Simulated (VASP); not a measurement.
As3Ru: relaxation of cell and atoms with PBE

Crystal: As3Ru.

```
CELL_PARAMETERS angstrom
4.08233 0.00000 0.00000
0.00000 4.08233 0.00000
0.00000 0.00000 4.08233
ATOMIC_POSITIONS crystal
As 0.50000 0.50000 0.00000
As 0.50000 0.00000 0.50000
As 0.00000 0.50000 0.50000
Ru 0.00000 0.00000 0.00000
```

```json
{"Program": "VASP 6.6.1", "Task": "relaxation of cell and atoms", "Functional": "PBE", "Potentials or basis": "VASP PAW PBE potentials, release 64 (As, Ru_pv)", "Cutoff": "600 eV", "k mesh": "12 × 12 × 12", "Occupations": "gaussian, width 0.1 eV", "Spin": "no spin polarisation", "Dipole correction": "no", "Further INCAR settings": "ALGO = Normal; EDIFF = 1e-06; IBRION = 2; EDIFFG = -0.01; NSW = 100; ISIF = 3"}
```

```
Relaxed volume                         : 17.13 Å³/atom
Relaxed cell                           : a = 4.092 Å, b = 4.092 Å, c = 4.092 Å, α = 90.00°, β = 90.00°, γ = 90.00°
Space group after relaxing (to 0.05 Å) : Pm-3m (No. 221)
Energy gained by relaxing              : 0.3 meV/atom
Ionic steps                            : 3
Pressure after relaxing                : 0.0 GPa
```

The path:
```csv
step,energy change (eV),largest force (eV/Å),pressure (GPa),volume (Å³)
1,0.0000,0.0000,0.87,68.03
2,-0.0004,0.0000,-0.71,68.95
3,-0.0013,0.0000,0.00,68.53
```

Final structure:
```xyz
4
Lattice="4.0922 0.0000 0.0000 0.0000 4.0922 0.0000 0.0000 0.0000 4.0922" Properties=species:S:1:pos:R:3 pbc="T T T"
As    2.0461    2.0461    0.0000
As    2.0461    0.0000    2.0461
As    0.0000    2.0461    2.0461
Ru    0.0000    0.0000    0.0000
```

Levels at points of the mesh, in eV from the Fermi level:
```tsv
k point	band 11	band 12	band 13	band 14	band 15	band 16	band 17	band 18
(0.00, 0.00, 0.00)	-1.42	-1.42	-0.92	-0.92	0.48	0.75	0.75	0.75
(0.50, 0.00, 0.00)	-1.93	-1.93	-1.30	-0.92	-0.49	0.13	0.13	2.87
(0.50, 0.50, 0.00)	-1.89	-1.10	-1.10	-0.96	-0.78	-0.28	2.41	2.41
(0.50, 0.50, 0.50)	-0.70	-0.70	-0.23	-0.23	-0.23	-0.15	4.69	4.70
```

Run time: 6.8 min on 1 thread of AMD EPYC 7R13, on a shared host, peak memory 0.27 GiB.
